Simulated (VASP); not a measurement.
# HfC (P6_3/mmc) in VASP: further runs, part 2 of 3

VASP 6.6.1. The steps go on from the part before.

## 3. Relaxation of cell and atoms, LDA

This run uses another cell than the first one, of 12.59 Å³/atom.

INCAR

```
SYSTEM = HfC
  PREC = Accurate
  ENCUT = 600
  EDIFF = 1E-6
  ISMEAR = -1
  SIGMA = 0.05
  LREAL = .FALSE.
  LASPH = .TRUE.
  NELM = 100
  ALGO = Normal
  ISIF = 3
  LWAVE = .FALSE.
  LCHARG = .FALSE.
  IBRION = 2
  NSW = 80
  EDIFFG = -0.01
```

KPOINTS

```
Automatic mesh
0
G
  7 7 4
  0 0 0
```

POSCAR

```
HfC
1.0
    3.3428660000      0.0000000000      0.0000000000
   -1.6714330000      2.8950070000      0.0000000000
    0.0000000000      0.0000000000      5.2027140000
Hf C
2 2
Direct
    0.6666666667      0.3333333333      0.7500000000
    0.3333333333      0.6666666667      0.2500000000
    0.0000000000      0.0000000000      0.0000000000
    0.0000000000      0.0000000000      0.5000000000
```

Potentials or basis: VASP PAW LDA potentials, release 64 (Hf_pv, C).

Launch:

```sh
cat potpaw_LDA.64/Hf_pv/POTCAR potpaw_LDA.64/C/POTCAR > POTCAR
mpirun -np 1 vasp_std > vasp.out
```

OUTCAR:

```text
SYSTEM = HfC
   PREC = Accurate
   ENCUT = 600
   EDIFF = 1E-6
   ISMEAR = -1
   LREAL = .FALSE.
   LASPH = .TRUE.
   NELM = 100
   ISIF = 3
   IBRION = 2
   NSW = 80
   EDIFFG = -0.01

 ion  position               nearest neighbor table
   1  0.667  0.333  0.750-   3 2.33   4 2.33   3 2.33   4 2.33   3 2.33   4 2.33   2 3.24   2 3.24
                             2 3.24   2 3.24   2 3.24   2 3.24
   2  0.333  0.667  0.250-   3 2.33   4 2.33   3 2.33   4 2.33   3 2.33   4 2.33   1 3.24   1 3.24
                             1 3.24   1 3.24   1 3.24   1 3.24
   3  0.000  0.000  0.000-   1 2.33   2 2.33   1 2.33   2 2.33   1 2.33   2 2.33
   4  0.000  0.000  0.500-   1 2.33   2 2.33   1 2.33   2 2.33   1 2.33   2 2.33

  LATTYP: Found a hexagonal cell.
 ALAT       =     3.3428660000
 C/A-ratio  =     1.5563633122

  Lattice vectors:

[... 191 lines left out ...]
  -------------------------------------------------------------------------------------
  Total       -4.5149632     -4.5149636     -2.7596442      0.0000000      0.0000000      0.0000000
  in kB     -143.6700562   -143.6700684    -87.8142768      0.0000000      0.0000000      0.0000000
  external PRESSURE =    -125.0514671 kB  Pullay stress =       0.0000000 kB
[... 291 lines left out ...]
--------------------------------------- Ionic step        9  -------------------------------------------

 number of electron      27.9999999 magnetization

 Free energy of the ion-electron system (eV)
  ---------------------------------------------------
  ext. energy  EPLUGINS =         0.00000000
  ---------------------------------------------------
  free energy    TOTEN  =       -45.06524327 eV

  energy without entropy =      -45.06207627  energy(sigma->0) =      -45.06365977

 E-fermi :   6.6277     XC(G=0): -12.7330

 val. band max:        6.4619267330   @ k =   0.1429   0.1429   0.2500
 cond. band min:       6.7019415553   @ k =   0.1429  -0.0000   0.0000
 fundamental gap:      0.2400148224
 Fermi energy:         6.6277130526

 k-point     1 :       0.0000    0.0000    0.0000
  band No.  band energies     occupation
      1     -23.6462      2.00000
      2     -22.9418      2.00000
      3     -22.9418      2.00000
      4     -22.8450      2.00000
      5     -22.8450      2.00000
      6     -22.7622      2.00000
[... 524 lines left out ...]
  FREE ENERGIE OF THE ION-ELECTRON SYSTEM (eV)
  ---------------------------------------------------
  free  energy   TOTEN  =       -45.0652432675 eV

  energy  without entropy=      -45.0620762661  energy(sigma->0) =      -45.06365977

 reached required accuracy - stopping structural energy minimisation
```

CONTCAR:

```text
HfC
   1.00000000000000
     3.2641446160226870    0.0000000000000000   -0.0000000000000000
    -1.6320723080113435    2.8268322730236717   -0.0000000000000000
    -0.0000000000000000    0.0000000000000000    5.1792122170246406
  Hf              C
     2     2
Direct
     0.6666666667000030    0.3333333332999970    0.7500000000000000
     0.3333333332999970    0.6666666667000030    0.2500000000000000
     0.0000000000000000    0.0000000000000000    0.0000000000000000
     0.0000000000000000    0.0000000000000000    0.5000000000000000

  0.00000000E+00  0.00000000E+00  0.00000000E+00
  0.00000000E+00  0.00000000E+00  0.00000000E+00
  0.00000000E+00  0.00000000E+00  0.00000000E+00
  0.00000000E+00  0.00000000E+00  0.00000000E+00
```

Wall time 50 s (1 thread of Intel Xeon 6975P-C (Granite Rapids), shared host); peak memory 0.18 GiB.

What came out:

- Free energy: -45.0652 eV
- Relaxed volume: 11.95 Å³/atom
- Relaxed cell: a = 3.264 Å, b = 3.264 Å, c = 5.179 Å, α = 90.00°, β = 90.00°, γ = 120.00°
- Space group after relaxing (to 0.1 Å): P6_3/mmc (No. 194)
- Energy gained by relaxing: 29.0 meV/atom
- Ionic steps: 9
- Pressure after relaxing: 0.0 GPa
- Band gap on the k mesh: zero (bands 14 and 15 overlap by 1.16 eV)

Step by step:
```tsv
step	energy change (eV)	largest force (eV/Å)	pressure (GPa)	volume (Å³)
1	0.0000	0.0000	-12.51	50.35
2	0.2543	0.0000	30.03	43.52
3	-0.1120	0.0000	-0.10	47.80
4	-0.1121	0.0000	0.28	47.73
5	-0.1121	0.0000	0.57	47.68
6	-0.1158	0.0000	0.29	47.74
7	-0.1158	0.0000	0.27	47.74
8	-0.1158	0.0000	-0.39	47.86
9	-0.1159	0.0000	-0.01	47.79
```

Final structure:
```
Hf C
1.0
     3.26414    0.00000    0.00000
    -1.63207    2.82683    0.00000
     0.00000    0.00000    5.17921
Hf C
2 2
Direct
  0.66667 0.33333 0.75000
  0.33333 0.66667 0.25000
  0.00000 0.00000 0.00000
  0.00000 0.00000 0.50000
```

Caveat: spin-orbit coupling is left out, which moves the levels of the heavy elements.

## 4. Relaxation of cell and atoms, LDA, target pressure 2 GPa, at which the enthalpy is minimised

This run uses another cell than the first one, of 12.59 Å³/atom.

INCAR

```
SYSTEM = HfC
ALGO = Normal
EDIFF = 1E-6
EDIFFG = -0.01
ENCUT = 600
IBRION = 2
ISIF = 3
ISMEAR = -1
LASPH = .TRUE.
LCHARG = .FALSE.
LREAL = .FALSE.
LWAVE = .FALSE.
NELM = 60
NSW = 80
PREC = Accurate
PSTRESS = 20.0
SIGMA = 0.05
```

KPOINTS

```
k-points
0
G
  7 7 4
  0 0 0
```

POSCAR is that of step 3.

Launch:

```sh
cat potpaw_LDA.64/Hf_pv/POTCAR potpaw_LDA.64/C/POTCAR > POTCAR
mpirun -np 1 vasp_std > vasp.out
```

Run time: 51 s. Hardware: 1 thread of Intel Xeon 6975P-C (Granite Rapids), shared host; peak memory 0.19 GiB.

Results (log left out):

```yaml
Free_energy: -45.0630 eV
Relaxed_volume: 11.86 Å³/atom
Relaxed_cell: a = 3.256 Å, b = 3.256 Å, c = 5.166 Å, α = 90.00°, β = 90.00°, γ = 120.00°
Space_group_after_relaxing_to_0.1_Å: P6_3/mmc (No. 194)
Energy_change_on_relaxing_the_run_minimises_the_enthalpy: -28.4 meV/atom
Ionic_steps: 9
Pressure_after_relaxing: 2.0 GPa
Band_gap_on_the_k_mesh: zero (bands 14 and 15 overlap by 1.17 eV)
```

The path:
| step | energy change (eV) | largest force (eV/Å) | pressure (GPa) | volume (Å³) |
| --- | --- | --- | --- | --- |
| 1 | 0.0000 | 0.0000 | -12.51 | 50.35 |
| 2 | 0.4778 | 0.0000 | 39.59 | 42.49 |
| 3 | -0.1103 | 0.0000 | 1.69 | 47.48 |
| 4 | -0.1094 | 0.0000 | 2.21 | 47.39 |
| 5 | -0.1086 | 0.0000 | 2.55 | 47.33 |
| 6 | -0.1130 | 0.0000 | 2.31 | 47.38 |
| 7 | -0.1130 | 0.0000 | 2.28 | 47.39 |
| 8 | -0.1145 | 0.0000 | 1.56 | 47.51 |
| 9 | -0.1137 | 0.0000 | 1.99 | 47.44 |

Final structure:
```cif
data_structure
_symmetry_space_group_name_H-M 'P 1'
_symmetry_Int_Tables_number 1
_cell_length_a 3.2562
_cell_length_b 3.2562
_cell_length_c 5.1658
_cell_angle_alpha 90.000
_cell_angle_beta 90.000
_cell_angle_gamma 120.000
_cell_volume 47.44
loop_
_atom_site_label
_atom_site_type_symbol
_atom_site_fract_x
_atom_site_fract_y
_atom_site_fract_z
_atom_site_occupancy
Hf1 Hf 0.66667 0.33333 0.75000 1
Hf2 Hf 0.33333 0.66667 0.25000 1
C1 C 0.00000 0.00000 0.00000 1
C2 C 0.00000 0.00000 0.50000 1
```

Levels at points of the mesh, in eV from the Fermi level:
```tsv
k point	band 12	band 13	band 14	band 15	band 16	band 17
(0.00, 0.00, 0.00)	-1.13	-1.13	1.00	1.52	1.52	2.16
(0.00, 0.00, 0.50)	-2.62	-2.62	-2.62	4.21	4.21	4.21
```

Caveat: the cell is relaxed towards a set pressure, so the run minimises the enthalpy, not the energy; spin-orbit coupling is left out, which moves the levels of the heavy elements.

## 5. Relaxation of cell and atoms, LDA, target pressure 4 GPa, at which the enthalpy is minimised

This run uses another cell than the first one, of 12.59 Å³/atom.

INCAR

```
PREC = Accurate
ENCUT = 600
EDIFF = 1E-6
ISMEAR = -1
SIGMA = 0.05
LREAL = False
LASPH = True
NELM = 80
ALGO = Normal
ISIF = 3
LWAVE = False
LCHARG = False
GGA = CA
IBRION = 2
NSW = 80
EDIFFG = -0.01
PSTRESS = 40.0
```

KPOINTS

```
regular mesh
0
Gamma
  7 7 4
```

POSCAR is that of step 4.

Potentials or basis: VASP PAW LDA potentials, release 64 (Hf_pv, C).

Launch:

```sh
cat potpaw_LDA.64/Hf_pv/POTCAR potpaw_LDA.64/C/POTCAR > POTCAR
mpirun -np 1 vasp_std > vasp.out
```

OUTCAR:

```text
PREC = Accurate
   ENCUT = 600
   EDIFF = 1E-6
   ISMEAR = -1
   LREAL = False
   LASPH = True
   NELM = 80
   ISIF = 3
   GGA = CA
   IBRION = 2
   NSW = 80
   EDIFFG = -0.01
   PSTRESS = 40.0

 ion  position               nearest neighbor table
   1  0.667  0.333  0.750-   3 2.33   4 2.33   3 2.33   4 2.33   3 2.33   4 2.33   2 3.24   2 3.24
                             2 3.24   2 3.24   2 3.24   2 3.24
   2  0.333  0.667  0.250-   3 2.33   4 2.33   3 2.33   4 2.33   3 2.33   4 2.33   1 3.24   1 3.24
                             1 3.24   1 3.24   1 3.24   1 3.24
   3  0.000  0.000  0.000-   1 2.33   2 2.33   1 2.33   2 2.33   1 2.33   2 2.33
   4  0.000  0.000  0.500-   1 2.33   2 2.33   1 2.33   2 2.33   1 2.33   2 2.33

  LATTYP: Found a hexagonal cell.
 ALAT       =     3.3428660000
 C/A-ratio  =     1.5563633122

  Lattice vectors:

 A1 = (   3.3428660000,   0.0000000000,   0.0000000000)
 A2 = (  -1.6714330000,   2.8950070000,   0.0000000000)
 A3 = (   0.0000000000,   0.0000000000,   5.2027140000)

Analysis of symmetry for initial positions (statically):
=====================================================================
 Subroutine PRICEL returns:
 Original cell was already a primitive cell.

 Routine SETGRP: Setting up the symmetry group for a
 hexagonal supercell.

 Subroutine GETGRP returns: Found 24 space group operations
[... 159 lines left out ...]
   NGX = 13   NGY = 13   NGZ = 21

--------------------------------------- Ionic step        1  -------------------------------------------

 number of electron      28.0000000 magnetization

 Free energy of the ion-electron system (eV)
  ---------------------------------------------------
  ext. energy  EPLUGINS =         0.00000000
  ---------------------------------------------------
  free energy    TOTEN  =       -44.94935648 eV

  energy without entropy =      -44.94508408  energy(sigma->0) =      -44.94722028

------------------------ aborting loop because EDIFF is reached ----------------------------------------

  FORCE on cell =-STRESS in cart. coord.  units (eV):
  Direction    XX          YY          ZZ          XY          YZ          ZX
  --------------------------------------------------------------------------------------
  -------------------------------------------------------------------------------------
  Total       -4.5149632     -4.5149636     -2.7596442      0.0000000      0.0000000      0.0000000
  in kB     -143.6700562   -143.6700684    -87.8142768      0.0000000      0.0000000      0.0000000
  external PRESSURE =    -165.0514671 kB  Pullay stress =      40.0000000 kB
[... 307 lines left out ...]
--------------------------------------- Ionic step        9  -------------------------------------------

 number of electron      28.0000000 magnetization

 Free energy of the ion-electron system (eV)
  ---------------------------------------------------
  ext. energy  EPLUGINS =         0.00000000
  ---------------------------------------------------
  free energy    TOTEN  =       -45.05667864 eV

  energy without entropy =      -45.05365463  energy(sigma->0) =      -45.05516664

 E-fermi :   6.7344     XC(G=0): -12.8053

 val. band max:        6.5650846128   @ k =   0.1429   0.1429   0.2500
 cond. band min:       6.8074762451   @ k =   0.1429  -0.0000   0.0000
 fundamental gap:      0.2423916322
 Fermi energy:         6.7344386116

 k-point     1 :       0.0000    0.0000    0.0000
  band No.  band energies     occupation
      1     -23.5041      2.00000
      2     -22.7598      2.00000
      3     -22.7598      2.00000
      4     -22.6584      2.00000
      5     -22.6584      2.00000
      6     -22.5715      2.00000
[... 528 lines left out ...]
  energy  without entropy=      -45.0536546348  energy(sigma->0) =      -45.05516664

  enthalpy is  TOTEN    =       -43.8809246600 eV   P V=        1.1757539820

 reached required accuracy - stopping structural energy minimisation
```

OSZICAR:

```text
N       E                     dE             d eps       ncg     rms          rms(c)
DAV:   1     0.945217103420E+02    0.94522E+02   -0.17553E+04   864   0.170E+03
DAV:   2    -0.460011385823E+02   -0.14052E+03   -0.13679E+03  1160   0.341E+02
DAV:   3    -0.508651742497E+02   -0.48640E+01   -0.47997E+01  1096   0.469E+01
[... 76 lines left out ...]
DAV:   1    -0.450568963881E+02    0.16525E-02   -0.68203E-03   864   0.711E-01    0.384E-01
DAV:   2    -0.450567470974E+02    0.14929E-03   -0.40953E-04   864   0.158E-01    0.109E-01
DAV:   3    -0.450566853041E+02    0.61793E-04   -0.10872E-04   888   0.825E-02    0.653E-02
DAV:   4    -0.450566794277E+02    0.58764E-05   -0.14182E-05  1076   0.296E-02    0.574E-02
DAV:   5    -0.450566786420E+02    0.78574E-06   -0.26650E-06   746   0.792E-03
   9 F= -.43880925E+02 E0= -.43879413E+02  d E =-.459365E-04
```

CONTCAR:

```text
HfC
   1.00000000000000
     3.2485848663040038    0.0000000000000000   -0.0000000000000000
    -1.6242924331520019    2.8133571383478344    0.0000000000000000
    -0.0000000000000000    0.0000000000000000    5.1528555242343712
  Hf              C
     2     2
Direct
     0.6666666667000030    0.3333333332999970    0.7500000000000000
     0.3333333332999970    0.6666666667000030    0.2500000000000000
     0.0000000000000000    0.0000000000000000    0.0000000000000000
     0.0000000000000000    0.0000000000000000    0.5000000000000000

  0.00000000E+00  0.00000000E+00  0.00000000E+00
  0.00000000E+00  0.00000000E+00  0.00000000E+00
  0.00000000E+00  0.00000000E+00  0.00000000E+00
  0.00000000E+00  0.00000000E+00  0.00000000E+00
```

Wall time 52 s (1 thread of Intel Xeon 6975P-C (Granite Rapids), shared host); peak memory 0.18 GiB.

Results:

```yaml
Free_energy: -45.0567 eV
Relaxed_volume: 11.77 Å³/atom
Relaxed_cell: a = 3.249 Å, b = 3.249 Å, c = 5.153 Å, α = 90.00°, β = 90.00°, γ = 120.00°
Space_group_after_relaxing_to_0.1_Å: P6_3/mmc (No. 194)
Energy_change_on_relaxing_the_run_minimises_the_enthalpy: -26.8 meV/atom
Ionic_steps: 9
Pressure_after_relaxing: 4.0 GPa
Band_gap_on_the_k_mesh: zero (bands 14 and 15 overlap by 1.18 eV)
```

Step by step:
```
step  energy change (eV)  largest force (eV/Å)  pressure (GPa)  volume (Å³)
   1              0.0000                0.0000          -12.51        50.35
   2              0.7611                0.0000           50.11        41.47
   3             -0.1054                0.0000            3.44        47.18
   4             -0.1028                0.0000            4.14        47.06
   5             -0.1012                0.0000            4.53        47.00
   6             -0.1059                0.0000            4.31        47.04
   7             -0.1060                0.0000            4.29        47.04
   8             -0.1092                0.0000            3.53        47.17
   9             -0.1073                0.0000            3.99        47.09
```

Final structure:
```yaml
crystal:
  lattice:
    - [3.24858, 0.00000, 0.00000]
    - [-1.62429, 2.81336, 0.00000]
    - [0.00000, 0.00000, 5.15286]
  atoms:
    - { symbol: Hf, position: [0.66667, 0.33333, 0.75000] }
    - { symbol: Hf, position: [0.33333, 0.66667, 0.25000] }
    - { symbol: C, position: [0.00000, 0.00000, 0.00000] }
    - { symbol: C, position: [0.00000, 0.00000, 0.50000] }
```

Caveat: the cell is relaxed towards a set pressure, so the run minimises the enthalpy, not the energy; spin-orbit coupling is left out, which moves the levels of the heavy elements.

(Part 2 of 3 ends here.)
